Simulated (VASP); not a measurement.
# BN (Cm) in VASP: notebook

Runs on BN. Level: PBE. Tasks: single point.

Program: VASP 6.6.1. These are calculated values, not measurements. Logs are shortened: lines on timing, memory, paths and dates and some standing lists are left out, and cuts for length are marked.

**1. The cell of the first run**

The structure is monoclinic, space group Cm (No. 8). The conventional cell has a = 4.424 Å, b = 2.554 Å, c = 4.227 Å, α = 90.00°, β = 90.00°, γ = 90.00°. Within 1.8 Å of B (site symmetry m) lie 2 N at 1.34 Å. B (site symmetry m) has 4 N at 1.57 to 1.58 Å within 2.1 Å. Within 2.1 Å of N (site symmetry m) lie 4 B at 1.57 to 1.86 Å. N (site symmetry m) has 3 B at 1.34 to 1.58 Å within 1.8 Å.

**2. Single point, PBE (atom 1 (B) moved by (+0.450, +0.225) A along y and z)**

Contents of INCAR:

```
ALGO = Normal
EDIFF = 1E-6
ENCUT = 520
GGA = PE
ISIF = 2
ISMEAR = 0
LASPH = T
LCHARG = T
LELF = T
LREAL = F
LVHAR = T
LWAVE = F
NBANDS = 16
NELM = 100
PREC = Accurate
SIGMA = 0.05
```

Contents of KPOINTS:

```
k-points
0
Gamma
  12 12 6
```

Contents of POSCAR:

```
BN
1.0
    2.5539396017      0.0000000000      0.0000000000
   -1.2769698009      2.2117765748      0.0000000000
    0.0000000000      0.0000000000      4.2268550000
B N
2 2
Direct
    0.7683948442      0.5367896883      1.0529550666
    0.3333333333      0.6666666667      0.4997240000
    0.6666666667      0.3333333333      0.6252760000
    0.3333333333      0.6666666667      0.1252760000
```

Potentials or basis: VASP PAW PBE potentials, release 64 (B, N).

The run is started by

```bash
cat potpaw_PBE.64/B/POTCAR potpaw_PBE.64/N/POTCAR > POTCAR
mpirun -np 1 vasp_std > vasp.out
```

OUTCAR:

```text
EDIFF = 1E-6
   ENCUT = 520
   GGA = PE
   ISIF = 2
   ISMEAR = 0
   LASPH = T
   LREAL = F
   NELM = 100
   PREC = Accurate

 ion  position               nearest neighbor table
   1  0.768  0.537  0.053-   4 1.34   4 1.34   3 1.86   4 1.95
   2  0.333  0.667  0.500-   3 1.57   3 1.57   3 1.57   4 1.58
   3  0.667  0.333  0.625-   2 1.57   2 1.57   2 1.57   1 1.86
   4  0.333  0.667  0.125-   1 1.34   1 1.34   2 1.58   1 1.95

  LATTYP: Found a hexagonal cell.
 ALAT       =     2.5539396017
 C/A-ratio  =     1.6550332659

  Lattice vectors:

 A1 = (   2.5539396017,   0.0000000000,   0.0000000000)
 A2 = (  -1.2769698009,   2.2117765748,   0.0000000000)
 A3 = (   0.0000000000,   0.0000000000,   4.2268550000)

Analysis of symmetry for initial positions (statically):
=====================================================================
 Subroutine PRICEL returns:
 Original cell was already a primitive cell.

 Routine SETGRP: Setting up the symmetry group for a
 hexagonal supercell.

 Subroutine GETGRP returns: Found  2 space group operations
 (whereof  2 operations were pure point group operations)
 out of a pool of 24 trial point group operations.

The static configuration has the point symmetry C_1h.

Analysis of symmetry for dynamics (positions and initial velocities):
=====================================================================
 Subroutine PRICEL returns:
 Original cell was already a primitive cell.

 Routine SETGRP: Setting up the symmetry group for a
 hexagonal supercell.

 Subroutine GETGRP returns: Found  2 space group operations
 (whereof  2 operations were pure point group operations)
 out of a pool of 24 trial point group operations.

The dynamic configuration has the point symmetry C_1h.

 Subroutine INISYM returns: Found  2 space group operations
 (whereof  2 operations are pure point group operations),
 and found     1 'primitive' translations

----------------------------------------------------------------------------------------

                                     Primitive cell

  volume of cell :      23.8764

  direct lattice vectors                    reciprocal lattice vectors
     2.553939602  0.000000000  0.000000000     0.391551938  0.226062617  0.000000000
    -1.276969801  2.211776575  0.000000000     0.000000000  0.452125233  0.000000000
     0.000000000  0.000000000  4.226855000     0.000000000  0.000000000  0.236582518

  length of vectors
     2.553939602  2.553939602  4.226855000     0.452125233  0.452125233  0.236582518

  position of ions in fractional coordinates (direct lattice)
     0.768394844  0.536789688  0.052955067
     0.333333333  0.666666667  0.499724000
     0.666666667  0.333333333  0.625276000
     0.333333333  0.666666667  0.125276000

  ion indices of the primitive-cell ions
   primitive index   ion index
                 1           1
                 2           2
                 3           3
                 4           4

----------------------------------------------------------------------------------------

 KPOINTS: k-points

Automatic generation of k-mesh.
 Grid dimensions read from file:
 generate k-points for:   12   12    6

 Generating k-lattice:

  Cartesian coordinates                     Fractional coordinates (reciprocal lattice)
     0.032629328  0.018838551  0.000000000     0.083333333  0.000000000  0.000000000
     0.000000000  0.037677103  0.000000000     0.000000000  0.083333333  0.000000000
     0.000000000  0.000000000  0.039430420     0.000000000  0.000000000  0.166666667

  Length of vectors
     0.037677103  0.037677103  0.039430420

  Shift w.r.t. Gamma in fractional coordinates (k-lattice)
     0.000000000  0.000000000  0.000000000

 Subroutine IBZKPT returns following result:
 ===========================================

 Found    242 irreducible k-points:

 Following reciprocal coordinates:
            Coordinates               Weight
  0.000000  0.000000  0.000000      1.000000
  0.083333  0.000000  0.000000      4.000000
  0.000000  0.083333  0.000000      2.000000
  0.166667  0.000000  0.000000      4.000000
  0.000000  0.166667  0.000000      2.000000
  0.250000  0.000000  0.000000      4.000000
[... 16 lines left out ...]
 -0.083333  0.416667  0.000000      4.000000
 -0.416667  0.333333  0.000000      4.000000
 [... further k-points ...]
   k-points           NKPTS =    242   k-points in BZ     NKDIM =    242   number of bands    NBANDS=     16
   number of dos      NEDOS =    301   number of ions     NIONS =      4
   total plane-waves  NPLWV =  12800
   dimension x,y,z NGX =    20 NGY =   20 NGZ =   32
   dimension x,y,z NGXF=    40 NGYF=   40 NGZF=   64
   ions per type =               2   2
   NGX,Y,Z   is equivalent  to a cutoff of  13.02, 13.02, 12.59 a.u.
   NGXF,Y,Z  is equivalent  to a cutoff of  26.04, 26.04, 25.17 a.u.
 SYSTEM =  unknown system
   PREC   = accura    normal or accurate (medium, high low for compatibility)
   ISTART =      0    job   : 0-new  1-cont  2-samecut
   ICHARG =      2    charge: 1-file 2-atom 10-const
   ISPIN  =      1    spin polarized calculation?
   LNONCOLLINEAR =      F non collinear calculations
   LSORBIT =      F    spin-orbit coupling
   LASPH  =      T    aspherical Exc in radial PAW
   ENCUT  =  520.0 eV  38.22 Ry    6.18 a.u.   4.75  4.75  7.86*2*pi/ulx,y,z
   NELM   =    100;   NELMIN=  2; NELMDL= -5     # of ELM steps
   EDIFF  = 0.1E-05   stopping-criterion for ELM
   LREAL  =      F    real-space projection
   EDIFFG = 0.1E-04   stopping-criterion for IOM
   NSW    =      0    number of steps for IOM
   IBRION =     -1    ionic relax: 0-MD 1-quasi-New 2-CG
   NFREE  =      0    steps in history (QN), initial steepest desc. (CG)
   ISIF   =      2    stress and relaxation
   ISYM   =      2    0-nonsym 1-usesym 2-fastsym
   POTIM  = 0.5000    time-step for ionic-motion
   TEBEG  =    0.0;   TEEND  =   0.0 temperature during run
   PSTRESS=    0.0 pullay stress
   NELECT =      16.0000    total number of electrons
   NUPDOWN=      -1.0000    fix difference up-down
   EMIN   =  10.00;   EMAX   =-10.00  energy-range for DOS
   EFERMI =   0.00;   METHOD = LEGACY
   ISMEAR =     0;   SIGMA  =   0.05  broadening in eV -4-tet -1-fermi 0-gaus
   EFERMI_NEDOS =   21; number of points for ismear=-14 and -15
   IALGO  =     38    algorithm
   IMIX   =      4    mixing-type and parameters
     AMIX     =   0.40;   BMIX     =  1.00
     AMIX_MAG =   1.60;   BMIX_MAG =  1.00
  volume/ion in A,a.u.               =       5.97        40.28
  Fermi-wavevector in a.u.,A,eV,Ry     =   1.432600  2.707222 27.923836  2.052344
  Thomas-Fermi vector in A             =   2.552210
   LORBIT       =      0    0 simple, 1 ext, 2 COOP (PROOUT), +10 PAW based schemes
   GGA     = PE    functional components
   LHFCALC =     F    Hartree Fock is set to
   AEXX    =    0.0000 exact exchange contribution
   IVDW    =     0    specifies the selected vdW correction
   LEPSILON=     F    determine dielectric tensor
   LRPA    =     F    only Hartree local field effects (RPA)
 non-spin polarized calculation
 Gauss-broadening in eV      SIGMA  =   0.05
  energy-cutoff  :      520.00
  volume of cell :       23.88
 maximum number of plane-waves:       660
   NGX =  9   NGY =  9   NGZ = 15

 number of electron      16.0000000 magnetization

 Free energy of the ion-electron system (eV)
  ---------------------------------------------------
  ext. energy  EPLUGINS =         0.00000000
  ---------------------------------------------------
  free energy    TOTEN  =       -32.24322006 eV

  energy without entropy =      -32.24322006  energy(sigma->0) =      -32.24322006

 E-fermi :   8.3670     XC(G=0): -12.7493

 val. band max:        8.0763089420   @ k =   0.0000   0.0000   0.0000
 cond. band min:      11.0960679290   @ k =   0.5000   0.0000   0.5000
 fundamental gap:      3.0197589869
 Fermi energy:         8.3669657621

 k-point     1 :       0.0000    0.0000    0.0000
  band No.  band energies     occupation
      1     -13.2657      2.00000
      2      -8.6589      2.00000
      3      -3.2686      2.00000
      4       0.7414      2.00000
      5       6.4365      2.00000
      6       7.1952      2.00000
[... 8 lines left out ...]
     15      22.4278      0.00000
     16      24.1556      0.00000

 k-point     2 :       0.0833    0.0000    0.0000
  band No.  band energies     occupation
      1     -13.1287      2.00000
      2      -8.5535      2.00000
      3      -3.1149      2.00000
      4       0.4896      2.00000
      5       6.0235      2.00000
      6       6.6562      2.00000
[... 8 lines left out ...]
     15      22.1558      0.00000
     16      24.5635      0.00000

 k-point     3 :       0.0000    0.0833    0.0000
  band No.  band energies     occupation
      1     -13.1181      2.00000
      2      -8.5432      2.00000
      3      -3.1186      2.00000
      4       0.6361      2.00000
      5       5.5405      2.00000
      6       6.9716      2.00000
[... 8 lines left out ...]
     15      22.2939      0.00000
     16      24.5164      0.00000

 k-point     4 :       0.1667    0.0000    0.0000
  band No.  band energies     occupation
      1     -12.7247      2.00000
      2      -8.2537      2.00000
      3      -2.6617      2.00000
      4      -0.2059      2.00000
      5       4.7971      2.00000
      6       5.6250      2.00000
[... 8 lines left out ...]
     15      21.7237      0.00000
     16      25.0621      0.00000

 k-point     5 :       0.0000    0.1667    0.0000
  band No.  band energies     occupation
      1     -12.6818      2.00000
      2      -8.2106      2.00000
      3      -2.6781      2.00000
      4       0.3591      2.00000
      5       3.5731      2.00000
      6       5.8051      2.00000
[... 8 lines left out ...]
     15      21.8705      0.00000
     16      25.2161      0.00000

 k-point     6 :       0.2500    0.0000    0.0000
  band No.  band energies     occupation
      1     -12.0792      2.00000
      2      -7.8220      2.00000
      3      -1.9721      2.00000
      4      -1.1413      2.00000
      5       3.1088      2.00000
      6       4.6811      2.00000
[... 8 lines left out ...]
     15      22.3876      0.00000
     16      24.5700      0.00000
[... 267 lines left out ...]
 k-point    21 :      -0.3333    0.2500    0.0000
  band No.  band energies     occupation
      1     -11.6181      2.00000
      2      -7.5682      2.00000
      3      -1.8919      2.00000
      4      -1.1820      2.00000
      5       2.1198      2.00000
      6       4.0946      2.00000
[... 8 lines left out ...]
     15      22.7829      0.00000
     16      24.6547      0.00000

 k-point    22 :       0.3333    0.0833    0.0000
  band No.  band energies     occupation
      1     -10.6949      2.00000
      2      -7.2272      2.00000
      3      -2.5975      2.00000
      4      -0.2723      2.00000
      5       0.8083      2.00000
      6       2.9250      2.00000
[... 8 lines left out ...]
     15      23.0986      0.00000
     16      25.1200      0.00000

 k-point    23 :      -0.0833    0.4167    0.0000
  band No.  band energies     occupation
      1     -10.5107      2.00000
      2      -6.9963      2.00000
      3      -1.2075      2.00000
      4      -0.7499      2.00000
      5      -0.4744      2.00000
      6       1.5284      2.00000
[... 8 lines left out ...]
     15      22.5268      0.00000
     16      25.0702      0.00000

 k-point    24 :      -0.4167    0.3333    0.0000
  band No.  band energies     occupation
      1     -10.7616      2.00000
      2      -7.2758      2.00000
      3      -2.5619      2.00000
      4      -0.1932      2.00000
      5       0.6987      2.00000
      6       3.2945      2.00000
[... 8 lines left out ...]
     15      23.4004      0.00000
     16      25.2727      0.00000

 [... further k-points ...]

------------------------ aborting loop because EDIFF is reached ----------------------------------------

  FORCE on cell =-STRESS in cart. coord.  units (eV):
  Direction    XX          YY          ZZ          XY          YZ          ZX
  --------------------------------------------------------------------------------------
  -------------------------------------------------------------------------------------
  Total        7.0614520      3.9728080      2.7927092     -0.0000000     -1.0799642      0.0000000
  in kB      473.8439830    266.5869806    187.3989140     -0.0000000    -72.4687424      0.0000000
  external PRESSURE =     309.2766259 kB  Pullay stress =       0.0000000 kB

 VOLUME and BASIS-vectors are now :
 -----------------------------------------------------------------------------
  energy-cutoff  :      520.00
  volume of cell :       23.88
      direct lattice vectors                 reciprocal lattice vectors
     2.553939602  0.000000000  0.000000000     0.391551938  0.226062617  0.000000000
    -1.276969801  2.211776575  0.000000000     0.000000000  0.452125233  0.000000000
     0.000000000  0.000000000  4.226855000     0.000000000  0.000000000  0.236582518

 POSITION                                       TOTAL-FORCE (eV/Angst)
 -----------------------------------------------------------------------------------
      1.27697      1.18726      0.22383         0.000000     -5.248080     -6.733594
     -0.00000      1.47452      2.11226        -0.000000      0.090535      2.591041
      1.27697      0.73726      2.64295        -0.000000      1.382156     -0.260048
     -0.00000      1.47452      0.52952        -0.000000      3.775390      4.402602
 -----------------------------------------------------------------------------------
    total drift:                                0.000000      0.000337      0.000095

  FREE ENERGIE OF THE ION-ELECTRON SYSTEM (eV)
  ---------------------------------------------------
  free  energy   TOTEN  =       -32.2432200645 eV

  energy  without entropy=      -32.2432200645  energy(sigma->0) =      -32.24322006
```

Wall time 29 s (1 thread of AMD EPYC 9R45 (Zen 5), shared host); peak memory 0.16 GiB.

What came out:

- Free energy: -32.2432 eV
- Pressure: 30.9 GPa
- Largest force: 8.537 eV/Å
- Band gap on the k mesh: 3.02 eV, indirect (least direct gap 5.23 eV)

Forces on the atoms (eV/Å):
```
B    0.000 -5.248 -6.734
B    0.000  0.091  2.591
N    0.000  1.382 -0.260
N    0.000  3.775  4.403
```

Caveat: the cell differs from its parent crystal (atom 1 (B) moved by (+0.450, +0.225) A along y and z); forces of over 1 eV/Å act on the atoms, so gaps and moduli don't describe the material at rest. A k mesh can miss the band edges.

[end of part 1 of 2]
